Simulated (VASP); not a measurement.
## Rb: single point with PBE

Rb:

```
CELL_PARAMETERS angstrom
0.00000 3.57301 3.57301
3.57301 0.00000 3.57301
3.57301 3.57301 0.00000
ATOMIC_POSITIONS crystal
Rb 0.00000 0.00000 0.00000
```

```json
{
  "Program": "VASP 6.6.1",
  "Task": "single point",
  "Functional": "PBE",
  "Potentials or basis": "VASP PAW PBE potentials, release 64 (Rb_sv)",
  "Cutoff": "520 eV",
  "k mesh": "10 × 10 × 10",
  "Occupations": "fermi-dirac, width 0.05 eV",
  "Spin": "no spin polarisation"
}
```

The pressure is 0.0 GPa.

Levels at points of the mesh, in eV from the Fermi level:
| k point | band 2 | band 3 | band 4 | band 5 | band 6 | band 7 | band 8 | band 9 |
| --- | --- | --- | --- | --- | --- | --- | --- | --- |
| (0.00, 0.00, 0.00) | -12.92 | -12.92 | -12.92 | -1.94 | 3.62 | 3.62 | 3.62 | 4.95 |
| (0.50, 0.00, 0.00) | -13.01 | -12.93 | -12.93 | 0.16 | 0.68 | 3.41 | 3.41 | 5.58 |
| (0.50, 0.50, 0.00) | -13.00 | -12.95 | -12.95 | 0.66 | 1.43 | 1.85 | 4.50 | 4.50 |

Run time: 26 s on 1 thread of Intel Xeon 6975P-C (shared host), peak memory 0.24 GiB.
